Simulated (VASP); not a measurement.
Set up this calculation in VASP 6.6.1, as the native input.

- Task: single point
- Functional: PBEsol
- Potentials or basis: VASP PAW PBE potentials, release 64 (Ta_pv)
- Cutoff: 520 eV
- k mesh: 11 × 11 × 6
- Occupations: methfessel-paxton, width 0.1 eV
- Spin: no spin polarisation
- Dipole correction: no
- Further INCAR settings: ALGO = Normal; EDIFF = 1e-06; NBANDS = 18

The structure of Ta lies in POSCAR:

```
Ta
1.0
    2.9003700000      0.0000000000      0.0000000000
   -1.4501900000      2.5118000000      0.0000000000
    0.0000000000      0.0000000000      5.1662700000
Ta
2
Direct
    0.6666666667      0.3333333333      0.7500000000
    0.3333333333      0.6666666667      0.2500000000
```

This isn't the form of Ta at room conditions, which is bcc.

These files were run (other wordings do the same):

INCAR

```
  PREC = Accurate
  ENCUT = 520
  EDIFF = 1E-6
  ISMEAR = 1
  SIGMA = 0.1
  LREAL = F
  LASPH = T
  NELM = 60
  ALGO = Normal
  ISIF = 2
  LWAVE = F
  LCHARG = F
  GGA = PS
  NBANDS = 18
```

KPOINTS

```
Automatic mesh
0
Gamma
  11 11 6
```

Potentials or basis: VASP PAW PBE potentials, release 64 (Ta_pv).

The run is started by

```sh
$ cat potpaw_PBE.64/Ta_pv/POTCAR > POTCAR
$ mpirun -np 1 vasp_std > vasp.out
```

Results of the run:

```yaml
Pressure: -7.2 GPa
Band_gap_on_the_k_mesh: zero (bands 11 and 12 overlap by 2.13 eV)
```

Caveat: the cell stands under tension; the PAW data sets were made with another functional, which shifts forces and pressure a little; spin-orbit coupling is left out, which moves the levels of the heavy elements.

Wall time 52 s on 1 thread of Intel Xeon 8259CL, on a shared host, peak memory 0.18 GiB.
